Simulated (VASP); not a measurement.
# ScB2P3 (Cmmm) in VASP: single point with PBE

Aim: the single point of ScB2P3 with PBE.

Program: VASP 6.6.1. These are calculated values, not measurements. Logs are shortened: lines on timing, memory, paths and dates and some standing lists are left out, and cuts for length are marked.

## Step 1: The cell of the first run

Symmetry: Cmmm, No. 65, orthorhombic system. Conventional cell: a = 5.691 Å, b = 9.423 Å, c = 2.972 Å, α = 90.00°, β = 90.00°, γ = 90.00°. Within 3.5 Å of Sc (site symmetry mmm) lie 6 B at 2.68 to 3.50 Å and 10 P at 2.85 to 3.13 Å and 2 Sc at 2.97 Å. B (site symmetry m2m) has 5 P at 2.04 to 2.08 Å and 1 Sc at 2.68 Å within 2.7 Å. Within 2.7 Å of P (site symmetry mmm) lie 2 B at 2.04 Å. Within 3.0 Å of P (site symmetry 2/m) lie 4 B at 2.08 Å and 4 P at 2.85 to 2.97 Å.

The cell was generated, and may not be a known phase.

## Step 2: Single point, PBE

The input, INCAR:

```
  PREC = Accurate
  ENCUT = 500
  EDIFF = 1E-6
  ISMEAR = 0
  SIGMA = 0.2
  LREAL = False
  LASPH = True
  NELM = 120
  ALGO = Normal
  ISIF = 2
  LWAVE = False
  LCHARG = True
  GGA = PE
  LELF = True
  LVHAR = True
  NBANDS = 25
  GGA_COMPAT = False
```

The input, KPOINTS:

```
regular mesh
0
Gamma
  3 3 5
```

The input, POSCAR:

```
ScB2P3
1.0
    2.8456297522     -4.7116437193      0.0000000000
    2.8456297522      4.7116437193      0.0000000000
    0.0000000000      0.0000000000      2.9722300669
Sc B P
1 2 3
Direct
    0.5000000000      0.5000000000      0.0000000000
    0.2160567948      0.7839432052      0.0000000000
    0.7839432052      0.2160567948      0.0000000000
    0.0000000000      0.0000000000      0.0000000000
    0.5000000000      0.0000000000      0.5000000000
    0.0000000000      0.5000000000      0.5000000000
```

Potentials or basis: VASP PAW PBE potentials, release 64 (Sc_sv, B, P).

Started as:

```
> cat potpaw_PBE.64/Sc_sv/POTCAR potpaw_PBE.64/B/POTCAR potpaw_PBE.64/P/POTCAR > POTCAR
> mpirun -np 1 vasp_std > vasp.out
```

OUTCAR:

```text
PREC = Accurate
   ENCUT = 500
   EDIFF = 1E-6
   ISMEAR = 0
   LREAL = False
   LASPH = True
   NELM = 120
   ISIF = 2
   GGA = PE

 ion  position               nearest neighbor table
   1  0.500  0.500  0.000-   2 2.68   3 2.68   4 2.85   4 2.85   6 3.13   5 3.13   6 3.13   5 3.13
                             5 3.13   6 3.13   6 3.13   5 3.13
   2  0.216  0.784  0.000-   4 2.04   5 2.08   6 2.08   5 2.08   6 2.08   1 2.68
   3  0.784  0.216  0.000-   4 2.04   5 2.08   6 2.08   5 2.08   6 2.08   1 2.68
   4  0.000  0.000  0.000-   2 2.04   3 2.04   1 2.85   1 2.85
   5  0.500  0.000  0.500-   2 2.08   3 2.08   2 2.08   3 2.08   6 2.85   6 2.85   1 3.13   1 3.13
                             1 3.13   1 3.13
   6  0.000  0.500  0.500-   2 2.08   3 2.08   2 2.08   3 2.08   5 2.85   5 2.85   1 3.13   1 3.13
                             1 3.13   1 3.13

  LATTYP: Found a base centered orthorhombic cell.
 ALAT       =     5.6912595044
 B/A-ratio  =     1.6557472790
 C/A-ratio  =     0.5222446920

  Lattice vectors:

 A1 = (   2.8456297522,  -4.7116437193,   0.0000000000)
 A2 = (   2.8456297522,   4.7116437193,   0.0000000000)
 A3 = (   0.0000000000,   0.0000000000,   2.9722300669)

Analysis of symmetry for initial positions (statically):
=====================================================================
 Subroutine PRICEL returns:
 Original cell was already a primitive cell.

 Routine SETGRP: Setting up the symmetry group for a
 base centered orthorhombic supercell.

 Subroutine GETGRP returns: Found  8 space group operations
 (whereof  8 operations were pure point group operations)
 out of a pool of  8 trial point group operations.

The static configuration has the point symmetry D_2h.

Analysis of symmetry for dynamics (positions and initial velocities):
=====================================================================
 Subroutine PRICEL returns:
 Original cell was already a primitive cell.

 Routine SETGRP: Setting up the symmetry group for a
 base centered orthorhombic supercell.

 Subroutine GETGRP returns: Found  8 space group operations
 (whereof  8 operations were pure point group operations)
 out of a pool of  8 trial point group operations.

The dynamic configuration has the point symmetry D_2h.

 Subroutine INISYM returns: Found  8 space group operations
 (whereof  8 operations are pure point group operations),
 and found     1 'primitive' translations
[... 89 lines left out ...]
   NELM   =    120;   NELMIN=  2; NELMDL= -5     # of ELM steps
   EDIFF  = 0.1E-05   stopping-criterion for ELM
   LREAL  =      F    real-space projection
   EDIFFG = 0.1E-04   stopping-criterion for IOM
   NSW    =      0    number of steps for IOM
   IBRION =     -1    ionic relax: 0-MD 1-quasi-New 2-CG
   NFREE  =      0    steps in history (QN), initial steepest desc. (CG)
   ISIF   =      2    stress and relaxation
   ISYM   =      2    0-nonsym 1-usesym 2-fastsym
   POTIM  = 0.5000    time-step for ionic-motion
   TEBEG  =    0.0;   TEEND  =   0.0 temperature during run
   PSTRESS=    0.0 pullay stress
   NELECT =      32.0000    total number of electrons
   NUPDOWN=      -1.0000    fix difference up-down
   EMIN   =  10.00;   EMAX   =-10.00  energy-range for DOS
   EFERMI =   0.00;   METHOD = LEGACY
   ISMEAR =     0;   SIGMA  =   0.20  broadening in eV -4-tet -1-fermi 0-gaus
   EFERMI_NEDOS =   21; number of points for ismear=-14 and -15
   IALGO  =     38    algorithm
   IMIX   =      4    mixing-type and parameters
     AMIX     =   0.40;   BMIX     =  1.00
     AMIX_MAG =   1.60;   BMIX_MAG =  1.00
  volume/ion in A,a.u.               =      13.28        89.64
  Fermi-wavevector in a.u.,A,eV,Ry     =   1.207732  2.282282 19.845668  1.458615
  Thomas-Fermi vector in A             =   2.343360
   LORBIT       =      0    0 simple, 1 ext, 2 COOP (PROOUT), +10 PAW based schemes
   GGA     = PE    functional components
   LHFCALC =     F    Hartree Fock is set to
   AEXX    =    0.0000 exact exchange contribution
   IVDW    =     0    specifies the selected vdW correction
   LEPSILON=     F    determine dielectric tensor
   LRPA    =     F    only Hartree local field effects (RPA)
 non-spin polarized calculation
 Gauss-broadening in eV      SIGMA  =   0.20
  energy-cutoff  :      500.00
  volume of cell :       79.70
 maximum number of plane-waves:      2036
   NGX = 21   NGY = 21   NGZ = 11

 number of electron      31.9999999 magnetization

 Free energy of the ion-electron system (eV)
  ---------------------------------------------------
  ext. energy  EPLUGINS =         0.00000000
  ---------------------------------------------------
  free energy    TOTEN  =       -34.33965171 eV

  energy without entropy =      -34.31042246  energy(sigma->0) =      -34.32503708

 E-fermi :   7.5531     XC(G=0): -11.1632

 val. band max:        7.3985289755   @ k =  -0.3333   0.3333   0.4000
 cond. band min:       7.5798010350   @ k =   0.3333  -0.0000   0.2000
 fundamental gap:      0.1812720596
 Fermi energy:         7.5531056016

 k-point     1 :       0.0000    0.0000    0.0000
  band No.  band energies     occupation
      1     -42.2507      2.00000
      2     -20.9149      2.00000
      3     -20.9012      2.00000
      4     -20.5898      2.00000
      5      -7.8232      2.00000
      6      -4.0596      2.00000
[... 325 lines left out ...]
     24      11.4564      0.00000
     25      12.2654      0.00000

------------------------ aborting loop because EDIFF is reached ----------------------------------------

  FORCE on cell =-STRESS in cart. coord.  units (eV):
  Direction    XX          YY          ZZ          XY          YZ          ZX
  --------------------------------------------------------------------------------------
  -------------------------------------------------------------------------------------
  Total       -0.1565822     -0.1491233     -0.0615565     -0.0000000      0.0000000      0.0000000
  in kB       -3.1476730     -2.9977324     -1.2374327     -0.0000000      0.0000000      0.0000000
  external PRESSURE =      -2.4609460 kB  Pullay stress =       0.0000000 kB

 VOLUME and BASIS-vectors are now :
 -----------------------------------------------------------------------------
  energy-cutoff  :      500.00
  volume of cell :       79.70
      direct lattice vectors                 reciprocal lattice vectors
     2.845629752 -4.711643719  0.000000000     0.175708031 -0.106120078  0.000000000
     2.845629752  4.711643719  0.000000000     0.175708031  0.106120078  0.000000000
     0.000000000  0.000000000  2.972230067     0.000000000  0.000000000  0.336447710

 POSITION                                       TOTAL-FORCE (eV/Angst)
 -----------------------------------------------------------------------------------
      2.84563      0.00000      0.00000         0.000000      0.000000      0.000000
      2.84563      2.67568      0.00000         0.000000      0.001744     -0.000000
      2.84563     -2.67568      0.00000         0.000000     -0.001744      0.000000
      0.00000      0.00000      0.00000        -0.000000      0.000000      0.000000
      1.42281     -2.35582      1.48612         0.000000      0.000000      0.000000
      1.42281      2.35582      1.48612         0.000000      0.000000      0.000000
 -----------------------------------------------------------------------------------
    total drift:                                0.000000      0.000000     -0.000000

  FREE ENERGIE OF THE ION-ELECTRON SYSTEM (eV)
  ---------------------------------------------------
  free  energy   TOTEN  =       -34.3396517084 eV

  energy  without entropy=      -34.3104224609  energy(sigma->0) =      -34.32503708
```

OSZICAR:

```text
N       E                     dE             d eps       ncg     rms          rms(c)
DAV:   1     0.249986029168E+03    0.24999E+03   -0.13942E+04   608   0.117E+03
DAV:   2    -0.154924993170E+02   -0.26548E+03   -0.25296E+03   608   0.343E+02
DAV:   3    -0.368152851785E+02   -0.21323E+02   -0.19199E+02   946   0.870E+01
DAV:   4    -0.376508105184E+02   -0.83553E+00   -0.81626E+00   880   0.172E+01
DAV:   5    -0.376737886429E+02   -0.22978E-01   -0.22941E-01   864   0.247E+00    0.122E+01
DAV:   6    -0.345451737731E+02    0.31286E+01   -0.11591E+01   944   0.241E+01    0.625E+00
DAV:   7    -0.344407731653E+02    0.10440E+00   -0.27147E+00  1047   0.148E+01    0.410E+00
DAV:   8    -0.343483352676E+02    0.92438E-01   -0.31031E-01   904   0.487E+00    0.197E+00
DAV:   9    -0.343409894466E+02    0.73458E-02   -0.39827E-02   808   0.122E+00    0.318E-01
DAV:  10    -0.343396007172E+02    0.13887E-02   -0.57886E-03   880   0.626E-01    0.164E-01
DAV:  11    -0.343396345937E+02   -0.33877E-04   -0.10902E-03   864   0.237E-01    0.566E-02
DAV:  12    -0.343396509384E+02   -0.16345E-04   -0.68098E-05   792   0.573E-02    0.345E-02
DAV:  13    -0.343396532003E+02   -0.22618E-05   -0.37404E-05   880   0.521E-02    0.699E-03
DAV:  14    -0.343396518485E+02    0.13517E-05   -0.59046E-06   840   0.171E-02    0.274E-03
DAV:  15    -0.343396517084E+02    0.14008E-06   -0.37262E-07   357   0.529E-03
   1 F= -.34339652E+02 E0= -.34325037E+02  d E =-.292292E-01
```

It took 49 s on 1 thread of Intel Xeon 8259CL, shared host; peak memory 0.19 GiB.

What came out:

* Free energy: -34.3397 eV
* Pressure: -0.2 GPa
* Band gap on the k mesh: zero (bands 16 and 17 overlap by 1.70 eV)

Caveat: the k points lie up to 0.43 Å⁻¹ apart, too coarse for converged energies and pressures of a metal.

The gap in the log of VASP goes by the Fermi energy; the results here count the filled bands.